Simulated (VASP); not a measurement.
# ZnS (F-43m) in VASP: further runs

The runs below take ZnS through single point, with PBE.

Program: VASP 6.6.1. These are calculated values, not measurements. Logs are shortened: lines on timing, memory, paths and dates and some standing lists are left out, and cuts for length are marked.

**What was measured.**

“Electronic, vibrational, and thermodynamic properties of ZnS (zincblende and rocksalt structure)”, 2009, arxiv:0911.5022 quotes, for a bulk crystal of ZnS at 19 K: band gap 3.85 eV (direct).

The results are compared with them further down.

## (1) The cell of the first run

Symmetry: F-43m, No. 216, cubic system. Conventional cell: a = 5.404 Å, b = 5.404 Å, c = 5.404 Å, α = 90.00°, β = 90.00°, γ = 90.00°. Zn (site symmetry -43m) has 4 S at 2.34 Å within 3.1 Å. S (site symmetry -43m) has 4 Zn at 2.34 Å within 3.1 Å.

## (2) Single point, PBE

Input file INCAR:

```
  PREC = Accurate
  ENCUT = 520
  EDIFF = 1E-7
  ISMEAR = 0
  SIGMA = 0.01
  LREAL = False
  LASPH = True
  NELM = 80
  ALGO = Normal
  ISIF = 2
  LWAVE = False
  LCHARG = False
  GGA = PE
  NBANDS = 16
```

Input file KPOINTS:

```
regular mesh
0
Gamma
  8 8 8
```

Input file POSCAR:

```
ZnS
1.0
    3.8212050000      0.0000000000      0.0000000000
    1.9106025000      3.3092606031      0.0000000000
    1.9106025000      1.1030868677      3.1200008175
Zn S
1 1
Direct
    0.2500000000      0.2500000000      0.2500000000
    0.0000000000      0.0000000000      0.0000000000
```

Potentials or basis: VASP PAW PBE potentials, release 64 (Zn, S).

Launch:

```
$ cat potpaw_PBE.64/Zn/POTCAR potpaw_PBE.64/S/POTCAR > POTCAR
$ mpirun -np 1 vasp_std > vasp.out
```

OUTCAR:

```text
PREC = Accurate
   ENCUT = 520
   EDIFF = 1E-7
   ISMEAR = 0
   LREAL = False
   LASPH = True
   NELM = 80
   ISIF = 2
   GGA = PE

 ion  position               nearest neighbor table
   1  0.250  0.250  0.250-   2 2.34   2 2.34   2 2.34   2 2.34
   2  0.000  0.000  0.000-   1 2.34   1 2.34   1 2.34   1 2.34

  LATTYP: Found a face centered cubic cell.
 ALAT       =     5.4039999356

  Lattice vectors:

 A1 = (   3.8212050000,   0.0000000000,   0.0000000000)
 A2 = (   1.9106025000,   3.3092606031,   0.0000000000)
 A3 = (   1.9106025000,   1.1030868677,   3.1200008175)

Analysis of symmetry for initial positions (statically):
=====================================================================
 Subroutine PRICEL returns:
 Original cell was already a primitive cell.

 Routine SETGRP: Setting up the symmetry group for a
 face centered cubic supercell.

 Subroutine GETGRP returns: Found 24 space group operations
 (whereof 24 operations were pure point group operations)
 out of a pool of 48 trial point group operations.

The static configuration has the point symmetry T_d .

Analysis of symmetry for dynamics (positions and initial velocities):
=====================================================================
 Subroutine PRICEL returns:
 Original cell was already a primitive cell.

 Routine SETGRP: Setting up the symmetry group for a
 face centered cubic supercell.

 Subroutine GETGRP returns: Found 24 space group operations
 (whereof 24 operations were pure point group operations)
 out of a pool of 48 trial point group operations.

The dynamic configuration has the point symmetry T_d .

 Subroutine INISYM returns: Found 24 space group operations
 (whereof 24 operations are pure point group operations),
 and found     1 'primitive' translations

----------------------------------------------------------------------------------------

                                     Primitive cell

  volume of cell :      39.4535

  direct lattice vectors                    reciprocal lattice vectors
     3.821205000  0.000000000  0.000000000     0.261697554 -0.151091153 -0.106837579
     1.910602500  3.309260603  0.000000000     0.000000000  0.302182306 -0.106837579
     1.910602500  1.103086868  3.120000817     0.000000000  0.000000000  0.320512737

  length of vectors
     3.821205000  3.821205000  3.821205000     0.320512737  0.320512737  0.320512737

  position of ions in fractional coordinates (direct lattice)
     0.250000000  0.250000000  0.250000000
     0.000000000  0.000000000  0.000000000

  ion indices of the primitive-cell ions
   primitive index   ion index
                 1           1
                 2           2

----------------------------------------------------------------------------------------

 KPOINTS: regular mesh

Automatic generation of k-mesh.
 Grid dimensions read from file:
 generate k-points for:    8    8    8

 Generating k-lattice:

  Cartesian coordinates                     Fractional coordinates (reciprocal lattice)
     0.032712194 -0.018886394 -0.013354697     0.125000000 -0.000000000 -0.000000000
     0.000000000  0.037772788 -0.013354697     0.000000000  0.125000000  0.000000000
     0.000000000  0.000000000  0.040064092     0.000000000  0.000000000  0.125000000

  Length of vectors
     0.040064092  0.040064092  0.040064092

  Shift w.r.t. Gamma in fractional coordinates (k-lattice)
     0.000000000  0.000000000  0.000000000

 Subroutine IBZKPT returns following result:
 ===========================================

 Found     29 irreducible k-points:

 Following reciprocal coordinates:
            Coordinates               Weight
  0.000000  0.000000  0.000000      1.000000
  0.125000  0.000000  0.000000      8.000000
  0.250000  0.000000  0.000000      8.000000
  0.375000  0.000000 -0.000000      8.000000
  0.500000  0.000000  0.000000      4.000000
  0.125000  0.125000  0.000000      6.000000
[... 16 lines left out ...]
  0.500000  0.250000  0.125000     48.000000
 -0.375000  0.250000  0.125000     24.000000
 [... further k-points ...]
   k-points           NKPTS =     29   k-points in BZ     NKDIM =     29   number of bands    NBANDS=     16
   number of dos      NEDOS =    301   number of ions     NIONS =      2
   total plane-waves  NPLWV =  21952
   dimension x,y,z NGX =    28 NGY =   28 NGZ =   28
   dimension x,y,z NGXF=    56 NGYF=   56 NGZF=   56
   ions per type =               1   1
   NGX,Y,Z   is equivalent  to a cutoff of  12.18, 12.18, 12.18 a.u.
   NGXF,Y,Z  is equivalent  to a cutoff of  24.36, 24.36, 24.36 a.u.
 SYSTEM =  unknown system
   PREC   = accura    normal or accurate (medium, high low for compatibility)
   ISTART =      0    job   : 0-new  1-cont  2-samecut
   ICHARG =      2    charge: 1-file 2-atom 10-const
   ISPIN  =      1    spin polarized calculation?
   LNONCOLLINEAR =      F non collinear calculations
   LSORBIT =      F    spin-orbit coupling
   LASPH  =      T    aspherical Exc in radial PAW
   ENCUT  =  520.0 eV  38.22 Ry    6.18 a.u.   7.10  7.10  7.10*2*pi/ulx,y,z
   NELM   =     80;   NELMIN=  2; NELMDL= -5     # of ELM steps
   EDIFF  = 0.1E-06   stopping-criterion for ELM
   LREAL  =      F    real-space projection
   EDIFFG = 0.1E-05   stopping-criterion for IOM
   NSW    =      0    number of steps for IOM
   IBRION =     -1    ionic relax: 0-MD 1-quasi-New 2-CG
   NFREE  =      0    steps in history (QN), initial steepest desc. (CG)
   ISIF   =      2    stress and relaxation
   ISYM   =      2    0-nonsym 1-usesym 2-fastsym
   POTIM  = 0.5000    time-step for ionic-motion
   TEBEG  =    0.0;   TEEND  =   0.0 temperature during run
   PSTRESS=    0.0 pullay stress
   NELECT =      18.0000    total number of electrons
   NUPDOWN=      -1.0000    fix difference up-down
   EMIN   =  10.00;   EMAX   =-10.00  energy-range for DOS
   EFERMI =   0.00;   METHOD = LEGACY
   ISMEAR =     0;   SIGMA  =   0.01  broadening in eV -4-tet -1-fermi 0-gaus
   EFERMI_NEDOS =   21; number of points for ismear=-14 and -15
   IALGO  =     38    algorithm
   IMIX   =      4    mixing-type and parameters
     AMIX     =   0.40;   BMIX     =  1.00
     AMIX_MAG =   1.60;   BMIX_MAG =  1.00
  volume/ion in A,a.u.               =      19.73       133.12
  Fermi-wavevector in a.u.,A,eV,Ry     =   1.260290  2.381602 21.610537  1.588330
  Thomas-Fermi vector in A             =   2.393807
   LORBIT       =      0    0 simple, 1 ext, 2 COOP (PROOUT), +10 PAW based schemes
   GGA     = PE    functional components
   LHFCALC =     F    Hartree Fock is set to
   AEXX    =    0.0000 exact exchange contribution
   IVDW    =     0    specifies the selected vdW correction
   LEPSILON=     F    determine dielectric tensor
   LRPA    =     F    only Hartree local field effects (RPA)
 non-spin polarized calculation
 Gauss-broadening in eV      SIGMA  =   0.01
  energy-cutoff  :      520.00
  volume of cell :       39.45
 maximum number of plane-waves:      1072
   NGX = 15   NGY = 15   NGZ = 15

 number of electron      18.0000000 magnetization

 Free energy of the ion-electron system (eV)
  ---------------------------------------------------
  ext. energy  EPLUGINS =         0.00000000
  ---------------------------------------------------
  free energy    TOTEN  =        -6.84707447 eV

  energy without entropy =       -6.84707447  energy(sigma->0) =       -6.84707447

 E-fermi :   2.2213     XC(G=0):  -9.6299

 val. band max:        2.1067589180   @ k =   0.0000   0.0000   0.0000
 cond. band min:       4.2213473514   @ k =   0.0000   0.0000   0.0000
 fundamental gap:      2.1145884334
 Fermi energy:         2.2212948224

 k-point     1 :       0.0000    0.0000    0.0000
  band No.  band energies     occupation
      1     -11.0334      2.00000
      2      -4.2320      2.00000
      3      -4.2320      2.00000
      4      -4.2320      2.00000
      5      -3.7337      2.00000
      6      -3.7337      2.00000
[... 8 lines left out ...]
     15      13.8697      0.00000
     16      13.9782      0.00000

 k-point     2 :       0.1250    0.0000    0.0000
  band No.  band energies     occupation
      1     -10.9167      2.00000
      2      -4.2308      2.00000
      3      -4.2110      2.00000
      4      -4.2110      2.00000
      5      -3.7354      2.00000
      6      -3.7354      2.00000
[... 8 lines left out ...]
     15      13.2778      0.00000
     16      14.7673      0.00000

 k-point     3 :       0.2500    0.0000    0.0000
  band No.  band energies     occupation
      1     -10.6118      2.00000
      2      -4.1834      2.00000
      3      -4.1649      2.00000
      4      -4.1649      2.00000
      5      -3.7322      2.00000
      6      -3.7322      2.00000
[... 8 lines left out ...]
     15      13.0791      0.00000
     16      14.3168      0.00000

 k-point     4 :       0.3750    0.0000   -0.0000
  band No.  band energies     occupation
      1     -10.2655      2.00000
      2      -4.1285      2.00000
      3      -4.1284      2.00000
      4      -3.9658      2.00000
      5      -3.7153      2.00000
      6      -3.7153      2.00000
[... 8 lines left out ...]
     15      14.1867      0.00000
     16      14.1867      0.00000
[... 324 lines left out ...]
 k-point    22 :       0.3750    0.2500    0.1250
  band No.  band energies     occupation
      1     -10.3728      2.00000
      2      -4.2086      2.00000
      3      -4.0996      2.00000
      4      -4.0725      2.00000
      5      -3.7560      2.00000
      6      -3.6956      2.00000
[... 8 lines left out ...]
     15      14.8911      0.00000
     16      17.1991      0.00000

 k-point    23 :       0.5000    0.2500    0.1250
  band No.  band energies     occupation
      1     -10.0834      2.00000
      2      -4.1207      2.00000
      3      -4.0688      2.00000
      4      -3.9261      2.00000
      5      -3.7160      2.00000
      6      -3.6607      2.00000
[... 8 lines left out ...]
     15      15.8730      0.00000
     16      16.4281      0.00000

 k-point    24 :      -0.3750    0.2500    0.1250
  band No.  band energies     occupation
      1      -9.9538      2.00000
      2      -4.1046      2.00000
      3      -4.0473      2.00000
      4      -3.7877      2.00000
      5      -3.7212      2.00000
      6      -3.4642      2.00000
[... 8 lines left out ...]
     15      15.5714      0.00000
     16      16.3675      0.00000

 [... further k-points ...]

------------------------ aborting loop because EDIFF is reached ----------------------------------------

  FORCE on cell =-STRESS in cart. coord.  units (eV):
  Direction    XX          YY          ZZ          XY          YZ          ZX
  --------------------------------------------------------------------------------------
  -------------------------------------------------------------------------------------
  Total        0.4338603      0.4338603      0.4338603     -0.0000000      0.0000000     -0.0000000
  in kB       17.6187245     17.6187245     17.6187245     -0.0000000      0.0000000     -0.0000000
  external PRESSURE =      17.6187245 kB  Pullay stress =       0.0000000 kB

 VOLUME and BASIS-vectors are now :
 -----------------------------------------------------------------------------
  energy-cutoff  :      520.00
  volume of cell :       39.45
      direct lattice vectors                 reciprocal lattice vectors
     3.821205000  0.000000000  0.000000000     0.261697554 -0.151091153 -0.106837579
     1.910602500  3.309260603  0.000000000     0.000000000  0.302182306 -0.106837579
     1.910602500  1.103086868  3.120000817     0.000000000  0.000000000  0.320512737

 POSITION                                       TOTAL-FORCE (eV/Angst)
 -----------------------------------------------------------------------------------
      1.91060      1.10309      0.78000         0.000000      0.000000      0.000000
      0.00000      0.00000      0.00000        -0.000000     -0.000000     -0.000000
 -----------------------------------------------------------------------------------
    total drift:                               -0.000001     -0.000000     -0.000000

  FREE ENERGIE OF THE ION-ELECTRON SYSTEM (eV)
  ---------------------------------------------------
  free  energy   TOTEN  =        -6.8470744705 eV

  energy  without entropy=       -6.8470744705  energy(sigma->0) =       -6.84707447
```

Wall time 25 s (1 thread of AMD EPYC 7R13, shared host); peak memory 0.13 GiB.

What came out:

* Free energy: -6.8471 eV
* Pressure: 1.8 GPa
* Band gap on the k mesh: 2.11 eV, direct

## (3) Single point, PBE

Input file INCAR:

```
PREC = Accurate
ENCUT = 520
EDIFF = 1E-6
ISMEAR = 0
SIGMA = 0.01
LREAL = False
LASPH = True
NELM = 80
ALGO = Normal
ISIF = 2
LWAVE = False
LCHARG = False
GGA = PE
NBANDS = 16
```

Input file KPOINTS:

```
regular mesh
0
Gamma
  10 10 10
```

POSCAR is that of step 2.

Potentials or basis: VASP PAW PBE potentials, release 64 (Zn, S).

Launch:

```
$ cat potpaw_PBE.64/Zn/POTCAR potpaw_PBE.64/S/POTCAR > POTCAR
$ mpirun -np 1 vasp_std > vasp.out
```

Run time: 33 s. Hardware: 1 thread of AMD EPYC 7R13, shared host; peak memory 0.14 GiB.

Results (log left out):

* Free energy: -6.8473 eV
* Pressure: 1.8 GPa
* Band gap on the k mesh: 2.11 eV, direct

Levels at points of the mesh, in eV from the valence-band top:
```csv
k point,band 5,band 6,band 7,band 8,band 9,band 10,band 11,band 12,band 13,band 14
"(0.00, 0.00, 0.00)",-5.84,-5.84,0.00,0.00,0.00,2.11,6.40,6.40,6.40,11.76
"(0.50, 0.00, 0.00)",-5.81,-5.64,-5.29,-0.87,-0.87,3.31,6.93,6.93,8.88,12.17
"(0.50, 0.50, 0.00)",-5.77,-5.62,-4.56,-2.22,-2.22,3.41,4.07,10.98,11.97,11.97
```

## (4) Comparison with measurements

Step 2. A measured gap of ZnS is 3.85 eV (direct; 19 K; quoted in “Electronic, vibrational, and thermodynamic properties of ZnS (zincblende and rocksalt structure)”, 2009, arxiv:0911.5022); the calculated 2.11 eV misses it by -1.74 eV. The value is that of PBE, without temperature or zero-point motion. Semilocal functionals fall short of measured gaps as a rule.

Step 3. Against the measured gap of ZnS, 3.85 eV (direct; 19 K; quoted in “Electronic, vibrational, and thermodynamic properties of ZnS (zincblende and rocksalt structure)”, 2009, arxiv:0911.5022), the calculated 2.11 eV is off by -1.74 eV. The value is that of PBE, without temperature or zero-point motion. Semilocal functionals fall short of measured gaps as a rule.
